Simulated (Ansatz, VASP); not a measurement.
# AlP: VASP beside Ansatz

```
CELL_PARAMETERS angstrom
0.00000 2.72591 2.72591
2.72591 0.00000 2.72591
2.72591 2.72591 0.00000
ATOMIC_POSITIONS crystal
Al 0.00000 0.00000 0.00000
P 0.25000 0.25000 0.25000
```

Alike in both runs: functional PBE; dispersion D3(BJ); k mesh 8 × 8 × 8; occupations gaussian, width 0.02 eV; no spin polarisation.

Ansatz relaxed the structure, and its values are those at the end. VASP's run is a single point on that final structure, the one shown.

|  | VASP | Ansatz |
| --- | --- | --- |
| version | VASP 6.6.1 | Ansatz 0.2.0 |
| potentials or method | VASP PAW PBE potentials, release 64 (Al, P), cutoff 500 eV | scalar-relativistic, plane waves, PAW |
| valence electrons in the cell | 8 | 8 |

|  | VASP | Ansatz | Ansatz less VASP |
| --- | --- | --- | --- |
| gap on the k mesh at the Fermi level (eV) | 1.57 | 1.57 | +0.002 |
| least direct gap on the mesh (eV) | 3.34 | 3.35 | +0.002 |
| pressure (GPa) | -0.1 | 0.0 | +0.08 |
